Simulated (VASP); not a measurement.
# Os (Fm-3m) in VASP: notebook

The runs below take Os through single point, relaxation of cell and atoms, with PBE.

Everything below comes from runs of VASP 6.6.1. Logs are shortened: lines on timing, memory, paths and dates and some standing lists are left out, and cuts for length are marked.

## (1) The cell of the first run

Symmetry: Fm-3m, No. 225, cubic system. The conventional cell has a = 3.856 Å, b = 3.856 Å, c = 3.856 Å, α = 90.00°, β = 90.00°, γ = 90.00°. Os (site symmetry m-3m) has 12 Os at 2.73 Å within 3.6 Å.

This isn't the form of Os at room conditions, which is hcp.

## (2) Single point, PBE

The input, INCAR:

```
SYSTEM = Os
ALGO = Normal
EDIFF = 1E-7
ENCUT = 520
GGA = PE
ISIF = 2
ISMEAR = -1
LASPH = .TRUE.
LCHARG = .FALSE.
LREAL = .FALSE.
LWAVE = .FALSE.
NBANDS = 10
NELM = 100
PREC = Accurate
SIGMA = 0.05
```

The input, KPOINTS:

```
k-points
0
G
  18 18 18
  0 0 0
```

The input, POSCAR:

```
Os
1.0
    0.0000000000      1.9279312760      1.9279312760
    1.9279312760      0.0000000000      1.9279312760
    1.9279312760      1.9279312760      0.0000000000
Os
1
Direct
    0.0000000000      0.0000000000      0.0000000000
```

Potentials or basis: VASP PAW PBE potentials, release 64 (Os).

The run is started by

```bash
cat potpaw_PBE.64/Os/POTCAR > POTCAR
mpirun -np 1 vasp_std > vasp.out
```

OUTCAR:

```text
SYSTEM = Os
   EDIFF = 1E-7
   ENCUT = 520
   GGA = PE
   ISIF = 2
   ISMEAR = -1
   LASPH = .TRUE.
   LREAL = .FALSE.
   NELM = 100
   PREC = Accurate

 ion  position               nearest neighbor table
   1  0.000  0.000  0.000-

  LATTYP: Found a face centered cubic cell.
 ALAT       =     3.8558625520

  Lattice vectors:

 A1 = (   0.0000000000,   1.9279312760,   1.9279312760)
 A2 = (   1.9279312760,   0.0000000000,   1.9279312760)
 A3 = (   1.9279312760,   1.9279312760,   0.0000000000)

Analysis of symmetry for initial positions (statically):
=====================================================================
 Subroutine PRICEL returns:
 Original cell was already a primitive cell.

 Routine SETGRP: Setting up the symmetry group for a
 face centered cubic supercell.

 Subroutine GETGRP returns: Found 48 space group operations
 (whereof 48 operations were pure point group operations)
 out of a pool of 48 trial point group operations.

The static configuration has the point symmetry O_h .

Analysis of symmetry for dynamics (positions and initial velocities):
=====================================================================
 Subroutine PRICEL returns:
 Original cell was already a primitive cell.

 Routine SETGRP: Setting up the symmetry group for a
 face centered cubic supercell.

 Subroutine GETGRP returns: Found 48 space group operations
 (whereof 48 operations were pure point group operations)
 out of a pool of 48 trial point group operations.

The dynamic configuration has the point symmetry O_h .

 Subroutine INISYM returns: Found 48 space group operations
 (whereof 48 operations are pure point group operations),
 and found     1 'primitive' translations

----------------------------------------------------------------------------------------

                                     Primitive cell

  volume of cell :      14.3319

  direct lattice vectors                    reciprocal lattice vectors
     0.000000000  1.927931276  1.927931276    -0.259345344  0.259345344  0.259345344
     1.927931276  0.000000000  1.927931276     0.259345344 -0.259345344  0.259345344
     1.927931276  1.927931276  0.000000000     0.259345344  0.259345344 -0.259345344

  length of vectors
     2.726506558  2.726506558  2.726506558     0.449199313  0.449199313  0.449199313

  position of ions in fractional coordinates (direct lattice)
     0.000000000  0.000000000  0.000000000

  ion indices of the primitive-cell ions
   primitive index   ion index
[... 72 lines left out ...]
   NELM   =    100;   NELMIN=  2; NELMDL= -5     # of ELM steps
   EDIFF  = 0.1E-06   stopping-criterion for ELM
   LREAL  =      F    real-space projection
   EDIFFG = 0.1E-05   stopping-criterion for IOM
   NSW    =      0    number of steps for IOM
   IBRION =     -1    ionic relax: 0-MD 1-quasi-New 2-CG
   NFREE  =      0    steps in history (QN), initial steepest desc. (CG)
   ISIF   =      2    stress and relaxation
   ISYM   =      2    0-nonsym 1-usesym 2-fastsym
   POTIM  = 0.5000    time-step for ionic-motion
   TEBEG  =    0.0;   TEEND  =   0.0 temperature during run
   PSTRESS=    0.0 pullay stress
   NELECT =       8.0000    total number of electrons
   NUPDOWN=      -1.0000    fix difference up-down
   EMIN   =  10.00;   EMAX   =-10.00  energy-range for DOS
   EFERMI =   0.00;   METHOD = LEGACY
   ISMEAR =    -1;   SIGMA  =   0.05  broadening in eV -4-tet -1-fermi 0-gaus
   EFERMI_NEDOS =   21; number of points for ismear=-14 and -15
   IALGO  =     38    algorithm
   IMIX   =      4    mixing-type and parameters
     AMIX     =   0.40;   BMIX     =  1.00
     AMIX_MAG =   1.60;   BMIX_MAG =  1.00
  volume/ion in A,a.u.               =      14.33        96.72
  Fermi-wavevector in a.u.,A,eV,Ry     =   1.347938  2.547234 24.720930  1.816937
  Thomas-Fermi vector in A             =   2.475648
   LORBIT       =      0    0 simple, 1 ext, 2 COOP (PROOUT), +10 PAW based schemes
   GGA     = PE    functional components
   LHFCALC =     F    Hartree Fock is set to
   AEXX    =    0.0000 exact exchange contribution
   IVDW    =     0    specifies the selected vdW correction
   LEPSILON=     F    determine dielectric tensor
   LRPA    =     F    only Hartree local field effects (RPA)
 non-spin polarized calculation
  energy-cutoff  :      520.00
  volume of cell :       14.33
 maximum number of plane-waves:       397
   NGX = 11   NGY = 11   NGZ = 11

 number of electron       8.0000000 magnetization

 Free energy of the ion-electron system (eV)
  ---------------------------------------------------
  ext. energy  EPLUGINS =         0.00000000
  ---------------------------------------------------
  free energy    TOTEN  =       -11.11662295 eV

  energy without entropy =      -11.10996388  energy(sigma->0) =      -11.11329342

 E-fermi :   8.9547     XC(G=0): -13.9163

 val. band max:        8.9144550118   @ k =  -0.3889   0.3333   0.0000
 cond. band min:       8.9572427248   @ k =  -0.2222   0.2778   0.0556
 fundamental gap:      0.0427877131
 Fermi energy:         8.9546597391

 k-point     1 :       0.0000    0.0000    0.0000
  band No.  band energies     occupation
      1      -1.6220      2.00000
      2       6.0904      2.00000
      3       6.0904      2.00000
      4       6.0904      2.00000
      5       9.0299      0.36326
      6       9.0299      0.36326
      7      23.2541      0.00000
      8      28.9298      0.00000
      9      28.9298      0.00000
     10      28.9298      0.00000
[... 287 lines left out ...]
 k-point    24 :      -0.2222    0.0556    0.0000
  band No.  band energies     occupation
      1       0.6450      2.00000
      2       5.2869      2.00000
      3       6.5548      2.00000
      4       6.6666      2.00000
      5       8.6778      1.99216
      6       9.6339      0.00000
      7      23.4603      0.00000
      8      26.5388      0.00000
      9      31.5748      0.00000
     10      32.7442      0.00000

 [... further k-points ...]
[... 5 lines left out ...]
  --------------------------------------------------------------------------------------
  -------------------------------------------------------------------------------------
  Total       -0.0106904     -0.0106904     -0.0106904      0.0000000      0.0000000      0.0000000
  in kB       -1.1950914     -1.1950914     -1.1950914      0.0000000      0.0000000      0.0000000
  external PRESSURE =      -1.1950914 kB  Pullay stress =       0.0000000 kB

 VOLUME and BASIS-vectors are now :
 -----------------------------------------------------------------------------
  energy-cutoff  :      520.00
  volume of cell :       14.33
      direct lattice vectors                 reciprocal lattice vectors
     0.000000000  1.927931276  1.927931276    -0.259345344  0.259345344  0.259345344
     1.927931276  0.000000000  1.927931276     0.259345344 -0.259345344  0.259345344
     1.927931276  1.927931276  0.000000000     0.259345344  0.259345344 -0.259345344

 POSITION                                       TOTAL-FORCE (eV/Angst)
 -----------------------------------------------------------------------------------
      0.00000      0.00000      0.00000         0.000000      0.000000     -0.000000
 -----------------------------------------------------------------------------------
    total drift:                                0.000000      0.000000     -0.000000

  FREE ENERGIE OF THE ION-ELECTRON SYSTEM (eV)
  ---------------------------------------------------
  free  energy   TOTEN  =       -11.1166229539 eV

  energy  without entropy=      -11.1099638839  energy(sigma->0) =      -11.11329342
```

OSZICAR:

```text
N       E                     dE             d eps       ncg     rms          rms(c)
DAV:   1     0.379305551948E+02    0.37931E+02   -0.41971E+03  3988   0.740E+02
DAV:   2    -0.107302904007E+02   -0.48661E+02   -0.45759E+02  4020   0.203E+02
DAV:   3    -0.118173955684E+02   -0.10871E+01   -0.10838E+01  4508   0.286E+01
DAV:   4    -0.118202404550E+02   -0.28449E-02   -0.28445E-02  4324   0.164E+00
DAV:   5    -0.118202502564E+02   -0.98014E-05   -0.98021E-05  4310   0.875E-02    0.157E+01
DAV:   6    -0.112745821216E+02    0.54567E+00   -0.60286E-01  4652   0.616E+00    0.698E+00
DAV:   7    -0.111207405598E+02    0.15384E+00   -0.41160E-01  4818   0.483E+00    0.424E-01
DAV:   8    -0.111183163500E+02    0.24242E-02   -0.18801E-03  4060   0.351E-01    0.316E-01
DAV:   9    -0.111166319666E+02    0.16844E-02   -0.95905E-04  4294   0.326E-01    0.168E-02
DAV:  10    -0.111166284129E+02    0.35537E-05   -0.10505E-05  4234   0.239E-02    0.765E-03
DAV:  11    -0.111166230594E+02    0.53536E-05   -0.12130E-06  4252   0.162E-02    0.272E-03
DAV:  12    -0.111166229189E+02    0.14050E-06   -0.63210E-09  2252   0.728E-04    0.501E-04
DAV:  13    -0.111166229539E+02   -0.35051E-07   -0.11835E-09  2046   0.366E-04
   1 F= -.11116623E+02 E0= -.11113293E+02  d E =-.665907E-02
```

stdout:

```text
POSCAR found type information on POSCAR Os
 POSCAR found :  1 types and       1 ions
 scaLAPACK will be used
 LDA part: xc-table for (Slater+PW92), standard interpolation
 POSCAR, INCAR and KPOINTS ok, starting setup
 FFT: planning ... GRIDC
 FFT: planning ... GRID_SOFT
 FFT: planning ... GRID
 WAVECAR not read
 entering main loop
```

Wall time 9.1 s (1 thread of Intel Xeon 6975P-C (Granite Rapids), shared host); peak memory 0.15 GiB.

Results:

- Free energy: -11.1166 eV
- Pressure: -0.1 GPa
- Band gap on the k mesh: zero (bands 4 and 5 overlap by 3.68 eV)

Levels at points of the mesh, in eV from the Fermi level:
| k point | band 1 | band 2 | band 3 | band 4 | band 5 | band 6 | band 7 | band 8 | band 9 |
| --- | --- | --- | --- | --- | --- | --- | --- | --- | --- |
| (0.00, 0.00, 0.00) | -10.58 | -2.86 | -2.86 | -2.86 | 0.08 | 0.08 | 14.30 | 19.98 | 19.98 |
| (0.50, 0.00, 0.00) | -7.45 | -3.02 | -3.02 | -0.18 | 2.40 | 2.40 | 8.75 | 13.83 | 20.18 |
| (0.50, 0.50, 0.00) | -7.33 | -6.62 | 2.34 | 2.36 | 3.07 | 3.07 | 11.95 | 12.16 | 12.16 |

Caveat: spin-orbit coupling is left out, which moves the levels of the heavy elements.

## (3) Single point, PBE

The input, INCAR:

```
PREC = Accurate
ENCUT = 520
EDIFF = 1E-7
ISMEAR = -1
SIGMA = 0.05
LREAL = F
LASPH = T
NELM = 80
ALGO = Normal
ISIF = 2
LWAVE = F
LCHARG = F
GGA = PE
NBANDS = 10
```

The input, KPOINTS:

```
regular mesh
0
Gamma
  18 18 18
```

POSCAR is that of step 2.

Potentials or basis: VASP PAW PBE potentials, release 64 (Os).

The run is started by

```bash
cat potpaw_PBE.64/Os/POTCAR > POTCAR
mpirun -np 1 vasp_std > vasp.out
```

It took 10 s on 1 thread of Intel Xeon 6975P-C (Granite Rapids), shared host; peak memory 0.14 GiB.

Results (log left out):

```yaml
Free_energy: -11.1166 eV
Pressure: -0.1 GPa
Band_gap_on_the_k_mesh: zero (bands 4 and 5 overlap by 3.68 eV)
```

Levels at points of the mesh, in eV from the Fermi level:
```
           k point  band 1  band 2  band 3  band 4  band 5  band 6  band 7  band 8
(0.00, 0.00, 0.00)  -10.58   -2.86   -2.86   -2.86    0.08    0.08   14.30   19.98
(0.50, 0.00, 0.00)   -7.45   -3.02   -3.02   -0.18    2.40    2.40    8.75   13.83
(0.50, 0.50, 0.00)   -7.33   -6.62    2.34    2.36    3.07    3.07   11.95   12.16
```

Caveat: spin-orbit coupling is left out, which moves the levels of the heavy elements.

(Part 1 of 2 ends here.)

The gap in the log of VASP goes by the Fermi energy; the results here count the filled bands.